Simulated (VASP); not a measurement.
The system is Ta2Si.

```
CELL_PARAMETERS angstrom
-3.04515 3.04515 2.49880
3.04515 -3.04515 2.49880
3.04515 3.04515 -2.49880
ATOMIC_POSITIONS crystal
Ta 0.66282 0.83718 0.50000
Ta 0.83718 0.33718 0.17437
Ta 0.33718 0.16282 0.50000
Ta 0.16282 0.66282 0.82563
Si 0.25000 0.25000 0.00000
Si 0.75000 0.75000 0.00000
```

Base run:

| Item | Value |
| --- | --- |
| Program | VASP 6.6.1 |
| Functional | PBEsol |
| Dispersion | D3(BJ) |
| Potentials or basis | VASP PAW PBE potentials, release 64 (Ta_sv_GW, Si) |
| Cutoff | 500 eV |
| k mesh | 10 × 10 × 10 |
| Occupations | gaussian, width 0.1 eV |
| Spin | no spin polarisation |

Its results: band gap on the k mesh zero (band 30 reaches 12.04 eV, above the bottom of band 31 at 11.25 eV); pressure -1.9 GPa; largest force 0.014 eV/Å.

Problem. The run is repeated on the same cell with these changes: potentials or basis from VASP PAW PBE potentials, release 64 (Ta_sv_GW, Si) to VASP PAW PBE potentials, release 64 (Ta_pv, Si); cutoff from 500 eV to 520 eV; further incar settings from ALGO = Normal; EDIFF = 1e-06; NBANDS = 39 to ALGO = Fast; EDIFF = 1e-06; NBANDS = 35; valence electrons from 60 to 52. What comes out?

Solution. Band gap on the k mesh zero (band 26 reaches 8.14 eV, above the bottom of band 27 at 7.34 eV); pressure -1.0 GPa; largest force 0.009 eV/Å.

Caveats: three body term missing; the PAW data sets were made with another functional, which shifts forces and pressure a little; spin-orbit coupling is left out, which moves the levels of the heavy elements; pairwise dispersion overbinds metals, which lowers pressure and volume.
